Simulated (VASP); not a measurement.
# GaGe (F-43m) in VASP: further runs

Aim: see how the results for GaGe move with the level of theory and the settings. Levels: LDA, r2SCAN. Tasks: single point.

Everything below comes from runs of VASP 6.6.1. Logs are shortened: lines on timing, memory, paths and dates and some standing lists are left out, and cuts for length are marked.

## 1. The cell of the first run

Symmetry: F-43m, No. 216, cubic system. Conventional cell: a = 5.909 Å, b = 5.909 Å, c = 5.909 Å, α = 90.00°, β = 90.00°, γ = 90.00°. Within 3.4 Å of Ge (site symmetry -43m) lie 4 Ga at 2.56 Å. Ga (site symmetry -43m) has 4 Ge at 2.56 Å within 3.4 Å.

## 2. Single point, LDA

Input file INCAR:

```
SYSTEM = GaGe
ALGO = Normal
EDIFF = 1E-7
ENCUT = 520
GGA = CA
ISIF = 2
ISMEAR = -1
LASPH = .TRUE.
LCHARG = .FALSE.
LREAL = .FALSE.
LWAVE = .FALSE.
NBANDS = 20
NELM = 100
PREC = Accurate
SIGMA = 0.05
```

Input file KPOINTS:

```
k-points
0
G
  8 8 8
  0 0 0
```

Input file POSCAR:

```
GaGe
1.0
    0.0000000000      2.9546788998      2.9546788998
    2.9546788998      0.0000000000      2.9546788998
    2.9546788998      2.9546788998      0.0000000000
Ge Ga
1 1
Direct
    0.0000000000      0.0000000000      0.0000000000
    0.2500000000      0.2500000000      0.2500000000
```

Potentials or basis: VASP PAW LDA potentials, release 64 (Ge_d, Ga_d).

Run with:

```console
cat potpaw_LDA.64/Ge_d/POTCAR potpaw_LDA.64/Ga_d/POTCAR > POTCAR
mpirun -np 1 vasp_std > vasp.out
```

OUTCAR:

```text
SYSTEM = GaGe
   EDIFF = 1E-7
   ENCUT = 520
   GGA = CA
   ISIF = 2
   ISMEAR = -1
   LASPH = .TRUE.
   LREAL = .FALSE.
   NELM = 100
   PREC = Accurate

 ion  position               nearest neighbor table
   1  0.000  0.000  0.000-   2 2.56   2 2.56   2 2.56   2 2.56
   2  0.250  0.250  0.250-   1 2.56   1 2.56   1 2.56   1 2.56

  LATTYP: Found a face centered cubic cell.
 ALAT       =     5.9093577996

  Lattice vectors:

 A1 = (   0.0000000000,   2.9546788998,   2.9546788998)
 A2 = (   2.9546788998,   0.0000000000,   2.9546788998)
 A3 = (   2.9546788998,   2.9546788998,   0.0000000000)

Analysis of symmetry for initial positions (statically):
=====================================================================
 Subroutine PRICEL returns:
 Original cell was already a primitive cell.

 Routine SETGRP: Setting up the symmetry group for a
 face centered cubic supercell.

 Subroutine GETGRP returns: Found 24 space group operations
 (whereof 24 operations were pure point group operations)
 out of a pool of 48 trial point group operations.

The static configuration has the point symmetry T_d .

Analysis of symmetry for dynamics (positions and initial velocities):
=====================================================================
 Subroutine PRICEL returns:
 Original cell was already a primitive cell.

 Routine SETGRP: Setting up the symmetry group for a
 face centered cubic supercell.

 Subroutine GETGRP returns: Found 24 space group operations
 (whereof 24 operations were pure point group operations)
 out of a pool of 48 trial point group operations.

The dynamic configuration has the point symmetry T_d .

 Subroutine INISYM returns: Found 24 space group operations
 (whereof 24 operations are pure point group operations),
 and found     1 'primitive' translations

----------------------------------------------------------------------------------------

                                     Primitive cell

  volume of cell :      51.5894

  direct lattice vectors                    reciprocal lattice vectors
     0.000000000  2.954678900  2.954678900    -0.169223126  0.169223126  0.169223126
     2.954678900  0.000000000  2.954678900     0.169223126 -0.169223126  0.169223126
     2.954678900  2.954678900  0.000000000     0.169223126  0.169223126 -0.169223126

  length of vectors
     4.178546973  4.178546973  4.178546973     0.293103052  0.293103052  0.293103052

  position of ions in fractional coordinates (direct lattice)
     0.000000000  0.000000000  0.000000000
     0.250000000  0.250000000  0.250000000

  ion indices of the primitive-cell ions
   primitive index   ion index
                 1           1
                 2           2

----------------------------------------------------------------------------------------

 KPOINTS: k-points

Automatic generation of k-mesh.
 Grid dimensions read from file:
 generate k-points for:    8    8    8

 Generating k-lattice:

  Cartesian coordinates                     Fractional coordinates (reciprocal lattice)
    -0.021152891  0.021152891  0.021152891     0.125000000  0.000000000  0.000000000
     0.021152891 -0.021152891  0.021152891     0.000000000  0.125000000  0.000000000
     0.021152891  0.021152891 -0.021152891     0.000000000  0.000000000  0.125000000

  Length of vectors
     0.036637882  0.036637882  0.036637882

  Shift w.r.t. Gamma in fractional coordinates (k-lattice)
     0.000000000  0.000000000  0.000000000

 Subroutine IBZKPT returns following result:
 ===========================================

 Found     29 irreducible k-points:

 Following reciprocal coordinates:
            Coordinates               Weight
  0.000000  0.000000  0.000000      1.000000
  0.125000  0.000000  0.000000      8.000000
  0.250000  0.000000  0.000000      8.000000
  0.375000  0.000000  0.000000      8.000000
  0.500000  0.000000  0.000000      4.000000
  0.125000  0.125000  0.000000      6.000000
[... 16 lines left out ...]
  0.500000  0.250000  0.125000     48.000000
 -0.375000  0.250000  0.125000     24.000000
 [... further k-points ...]
   k-points           NKPTS =     29   k-points in BZ     NKDIM =     29   number of bands    NBANDS=     20
   number of dos      NEDOS =    301   number of ions     NIONS =      2
   total plane-waves  NPLWV =  32768
   dimension x,y,z NGX =    32 NGY =   32 NGZ =   32
   dimension x,y,z NGXF=    64 NGYF=   64 NGZF=   64
   ions per type =               1   1
   NGX,Y,Z   is equivalent  to a cutoff of  12.73, 12.73, 12.73 a.u.
   NGXF,Y,Z  is equivalent  to a cutoff of  25.46, 25.46, 25.46 a.u.
 SYSTEM =  GaGe
   PREC   = accura    normal or accurate (medium, high low for compatibility)
   ISTART =      0    job   : 0-new  1-cont  2-samecut
   ICHARG =      2    charge: 1-file 2-atom 10-const
   ISPIN  =      1    spin polarized calculation?
   LNONCOLLINEAR =      F non collinear calculations
   LSORBIT =      F    spin-orbit coupling
   LASPH  =      T    aspherical Exc in radial PAW
   ENCUT  =  520.0 eV  38.22 Ry    6.18 a.u.   7.77  7.77  7.77*2*pi/ulx,y,z
   NELM   =    100;   NELMIN=  2; NELMDL= -5     # of ELM steps
   EDIFF  = 0.1E-06   stopping-criterion for ELM
   LREAL  =      F    real-space projection
   EDIFFG = 0.1E-05   stopping-criterion for IOM
   NSW    =      0    number of steps for IOM
   IBRION =     -1    ionic relax: 0-MD 1-quasi-New 2-CG
   NFREE  =      0    steps in history (QN), initial steepest desc. (CG)
   ISIF   =      2    stress and relaxation
   ISYM   =      2    0-nonsym 1-usesym 2-fastsym
   POTIM  = 0.5000    time-step for ionic-motion
   TEBEG  =    0.0;   TEEND  =   0.0 temperature during run
   PSTRESS=    0.0 pullay stress
   NELECT =      27.0000    total number of electrons
   NUPDOWN=      -1.0000    fix difference up-down
   EMIN   =  10.00;   EMAX   =-10.00  energy-range for DOS
   EFERMI =   0.00;   METHOD = LEGACY
   ISMEAR =    -1;   SIGMA  =   0.05  broadening in eV -4-tet -1-fermi 0-gaus
   EFERMI_NEDOS =   21; number of points for ismear=-14 and -15
   IALGO  =     38    algorithm
   IMIX   =      4    mixing-type and parameters
     AMIX     =   0.40;   BMIX     =  1.00
     AMIX_MAG =   1.60;   BMIX_MAG =  1.00
  volume/ion in A,a.u.               =      25.79       174.07
  Fermi-wavevector in a.u.,A,eV,Ry     =   1.319297  2.493109 23.681534  1.740544
  Thomas-Fermi vector in A             =   2.449205
   LORBIT       =      0    0 simple, 1 ext, 2 COOP (PROOUT), +10 PAW based schemes
   GGA     = CA    functional components
   LHFCALC =     F    Hartree Fock is set to
   AEXX    =    0.0000 exact exchange contribution
   IVDW    =     0    specifies the selected vdW correction
   LEPSILON=     F    determine dielectric tensor
   LRPA    =     F    only Hartree local field effects (RPA)
 non-spin polarized calculation
  energy-cutoff  :      520.00
  volume of cell :       51.59
 maximum number of plane-waves:      1411
   NGX = 15   NGY = 15   NGZ = 15

 number of electron      27.0000005 magnetization

 Free energy of the ion-electron system (eV)
  ---------------------------------------------------
  ext. energy  EPLUGINS =         0.00000000
  ---------------------------------------------------
  free energy    TOTEN  =        -8.29866854 eV

  energy without entropy =       -8.28967703  energy(sigma->0) =       -8.29417279

 E-fermi :   2.3918     XC(G=0):  -9.6313

 val. band max:        2.1751556833   @ k =   0.2500   0.2500   0.0000
 cond. band min:       2.4298143431   @ k =   0.5000   0.1250   0.0000
 fundamental gap:      0.2546586598
 Fermi energy:         2.3918303613

 k-point     1 :       0.0000    0.0000    0.0000
  band No.  band energies     occupation
      1     -21.6889      2.00000
      2     -21.6889      2.00000
      3     -21.6889      2.00000
      4     -21.6725      2.00000
      5     -21.6725      2.00000
      6     -12.0381      2.00000
[... 12 lines left out ...]
     19       9.6996      0.00000
     20      12.9450      0.00000

 k-point     2 :       0.1250    0.0000    0.0000
  band No.  band energies     occupation
      1     -21.6889      2.00000
      2     -21.6886      2.00000
      3     -21.6886      2.00000
      4     -21.6724      2.00000
      5     -21.6724      2.00000
      6     -12.0412      2.00000
[... 12 lines left out ...]
     19      10.6316      0.00000
     20      12.0103      0.00000

 k-point     3 :       0.2500    0.0000    0.0000
  band No.  band energies     occupation
      1     -21.6888      2.00000
      2     -21.6879      2.00000
      3     -21.6879      2.00000
      4     -21.6722      2.00000
      5     -21.6722      2.00000
      6     -12.0485      2.00000
[... 12 lines left out ...]
     19      11.2255      0.00000
     20      11.7655      0.00000

 k-point     4 :       0.3750    0.0000    0.0000
  band No.  band energies     occupation
      1     -21.6888      2.00000
      2     -21.6872      2.00000
      3     -21.6872      2.00000
      4     -21.6719      2.00000
      5     -21.6719      2.00000
      6     -12.0559      2.00000
[... 12 lines left out ...]
     19      11.4208      0.00000
     20      12.8408      0.00000

 k-point     5 :       0.5000    0.0000    0.0000
  band No.  band energies     occupation
      1     -21.6887      2.00000
      2     -21.6869      2.00000
      3     -21.6869      2.00000
      4     -21.6718      2.00000
      5     -21.6718      2.00000
      6     -12.0590      2.00000
[... 12 lines left out ...]
     19      13.1673      0.00000
     20      14.3486      0.00000

 k-point     6 :       0.1250    0.1250    0.0000
  band No.  band energies     occupation
      1     -21.6893      2.00000
      2     -21.6883      2.00000
      3     -21.6883      2.00000
      4     -21.6726      2.00000
      5     -21.6721      2.00000
      6     -12.0445      2.00000
[... 12 lines left out ...]
     19      10.7424      0.00000
     20      10.9911      0.00000

 k-point     7 :       0.2500    0.1250    0.0000
  band No.  band energies     occupation
      1     -21.6894      2.00000
      2     -21.6876      2.00000
      3     -21.6875      2.00000
      4     -21.6727      2.00000
      5     -21.6717      2.00000
      6     -12.0508      2.00000
[... 12 lines left out ...]
     19      10.6721      0.00000
     20      12.1832      0.00000
[... 277 lines left out ...]
 k-point    20 :      -0.3750    0.3750    0.0000
  band No.  band energies     occupation
      1     -21.6898      2.00000
      2     -21.6858      2.00000
      3     -21.6852      2.00000
      4     -21.6730      2.00000
      5     -21.6707      2.00000
      6     -12.0695      2.00000
[... 12 lines left out ...]
     19      11.4427      0.00000
     20      13.1625      0.00000

 k-point    21 :       0.5000    0.5000    0.0000
  band No.  band energies     occupation
      1     -21.6915      2.00000
      2     -21.6846      2.00000
      3     -21.6846      2.00000
      4     -21.6739      2.00000
      5     -21.6699      2.00000
      6     -12.0772      2.00000
[... 12 lines left out ...]
     19      13.8660      0.00000
     20      15.0717      0.00000

 k-point    22 :       0.3750    0.2500    0.1250
  band No.  band energies     occupation
      1     -21.6895      2.00000
      2     -21.6870      2.00000
      3     -21.6868      2.00000
      4     -21.6728      2.00000
      5     -21.6714      2.00000
      6     -12.0571      2.00000
[... 12 lines left out ...]
     19      11.3467      0.00000
     20      13.2494      0.00000

 k-point    23 :       0.5000    0.2500    0.1250
  band No.  band energies     occupation
      1     -21.6890      2.00000
      2     -21.6870      2.00000
      3     -21.6861      2.00000
      4     -21.6725      2.00000
      5     -21.6713      2.00000
      6     -12.0614      2.00000
[... 12 lines left out ...]
     19      12.3810      0.00000
     20      13.0586      0.00000

 k-point    24 :      -0.3750    0.2500    0.1250
  band No.  band energies     occupation
      1     -21.6885      2.00000
      2     -21.6872      2.00000
      3     -21.6858      2.00000
      4     -21.6723      2.00000
      5     -21.6713      2.00000
      6     -12.0629      2.00000
[... 12 lines left out ...]
     19      11.1862      0.00000
     20      13.9687      0.00000

 [... further k-points ...]
[... 5 lines left out ...]
  --------------------------------------------------------------------------------------
  -------------------------------------------------------------------------------------
  Total       -1.9548183     -1.9548183     -1.9548183      0.0000000      0.0000000      0.0000000
  in kB      -60.7094231    -60.7094231    -60.7094231      0.0000000      0.0000000      0.0000000
  external PRESSURE =     -60.7094231 kB  Pullay stress =       0.0000000 kB

 VOLUME and BASIS-vectors are now :
 -----------------------------------------------------------------------------
  energy-cutoff  :      520.00
  volume of cell :       51.59
      direct lattice vectors                 reciprocal lattice vectors
     0.000000000  2.954678900  2.954678900    -0.169223126  0.169223126  0.169223126
     2.954678900  0.000000000  2.954678900     0.169223126 -0.169223126  0.169223126
     2.954678900  2.954678900  0.000000000     0.169223126  0.169223126 -0.169223126

 POSITION                                       TOTAL-FORCE (eV/Angst)
 -----------------------------------------------------------------------------------
      0.00000      0.00000      0.00000         0.000000      0.000000      0.000000
      1.47734      1.47734      1.47734        -0.000000     -0.000000     -0.000000
 -----------------------------------------------------------------------------------
    total drift:                               -0.000001     -0.000001     -0.000000

  FREE ENERGIE OF THE ION-ELECTRON SYSTEM (eV)
  ---------------------------------------------------
  free  energy   TOTEN  =        -8.2986685422 eV

  energy  without entropy=       -8.2896770322  energy(sigma->0) =       -8.29417279
```

Wall time 8.8 s (1 thread of Intel Xeon 6975P-C (Granite Rapids), shared host); peak memory 0.16 GiB.

What came out:

```
Free energy : -8.2987 eV
Pressure    : -6.1 GPa
```

Levels at points of the mesh, in eV from the Fermi level:
```csv
k point,band 10,band 11,band 12,band 13,band 14,band 15,band 16,band 17,band 18,band 19
"(0.00, 0.00, 0.00)",-14.38,-10.25,1.35,1.57,1.57,1.57,4.21,4.21,4.21,7.31
"(0.50, 0.00, 0.00)",-14.38,-8.45,-5.22,0.35,0.35,1.70,5.20,5.20,7.97,10.78
"(0.50, 0.50, 0.00)",-14.37,-7.48,-5.71,-1.17,-1.17,2.26,2.32,10.37,10.37,11.47
```

## 3. Single point, r2SCAN

This run uses another cell than the first one, of 22.87 Å³/atom, 0.887 times its volume.

Input file POSCAR:

```
GaGe
1.0
    0.0000000000      2.8386877276      2.8386877276
    2.8386877276      0.0000000000      2.8386877276
    2.8386877276      2.8386877276      0.0000000000
Ge Ga
1 1
Direct
    0.0000000000      0.0000000000      0.0000000000
    0.2500000000      0.2500000000      0.2500000000
```

Input file INCAR.step1:

```
  ALGO = Normal
  EDIFF = 1E-4
  ENCUT = 520
  GGA = PE
  ISMEAR = -1
  LASPH = True
  LCHARG = False
  LREAL = False
  LWAVE = True
  NBANDS = 20
  NELM = 80
  PREC = Accurate
  SIGMA = 0.05
```

Input file INCAR.step2:

```
  ALGO = Normal
  EDIFF = 1E-6
  ENCUT = 520
  ISIF = 2
  ISMEAR = -1
  ISTART = 1
  LASPH = True
  LCHARG = False
  LMIXTAU = True
  LREAL = False
  LWAVE = False
  METAGGA = R2SCAN
  NBANDS = 20
  NELM = 80
  PREC = Accurate
  SIGMA = 0.05
```

Input file KPOINTS:

```
k-points
0
Gamma
  8 8 8
```

Potentials or basis: VASP PAW PBE potentials, release 64 (Ge_d, Ga_d).

Run with:

```console
cat potpaw_PBE.64/Ge_d/POTCAR potpaw_PBE.64/Ga_d/POTCAR > POTCAR
cp INCAR.step1 INCAR
mpirun -np 1 vasp_std > vasp.out
cp INCAR.step2 INCAR
mpirun -np 1 vasp_std > vasp.out
```

Wall time 51 s (1 thread of Intel Xeon 6975P-C (Granite Rapids), shared host); peak memory 0.18 GiB.

The run converged. Its results:

| Quantity | Value |
| --- | --- |
| Free energy | -24.9572 eV |
| Pressure | 1.2 GPa |

Levels at points of the mesh, in eV from the Fermi level:
```tsv
k point	band 11	band 12	band 13	band 14	band 15	band 16	band 17	band 18
(0.00, 0.00, 0.00)	-11.34	1.90	1.90	1.90	3.21	4.76	4.76	4.76
(0.50, 0.00, 0.00)	-9.10	-5.76	0.42	0.42	2.75	5.82	5.82	8.98
(0.50, 0.50, 0.00)	-7.89	-6.17	-1.42	-1.42	2.66	2.80	12.34	12.34
```

Caveat: the PAW data sets were made with another functional, which shifts forces and pressure a little.

[end of part 1 of 2]
